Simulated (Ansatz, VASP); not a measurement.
**Two plane-wave programs on GaMo**

```
Ga Mo
1.0
     0.00000    2.84468    2.84468
     2.84468    0.00000    2.84468
     2.84468    2.84468    0.00000
Ga Mo
1 1
Direct
  0.00000 0.00000 0.00000
  0.75000 0.75000 0.75000
```

Change from the starting cell: species swapped into the HgSe type (F-43m, No. 216).

Alike in both runs: functional PBE; k mesh 6 × 6 × 6; occupations gaussian, width 0.2 eV; no spin polarisation.

Ansatz relaxed the structure, and its values are those at the end. VASP's run is a single point on that final structure, the one shown.

```csv
,VASP,Ansatz
version,VASP 6.6.1,Ansatz 0.2.0
potentials or method,"VASP PAW PBE potentials, release 64 (Ga_d, Mo_sv), cutoff 520 eV","scalar-relativistic, plane waves, PAW"
valence electrons in the cell,27,27
```

Ansatz gave:

```
gap on the k mesh at the Fermi level (eV) : none
pressure (GPa)                            : 0.6
```

Task: Which values does VASP return?

Result: gap on the k mesh at the Fermi level (eV): none; pressure (GPa): 0.8.

A gap of «none» marks a metal or a gap that the smearing closes. With one functional, cell and mesh, what is left measures potentials, basis and numerics.
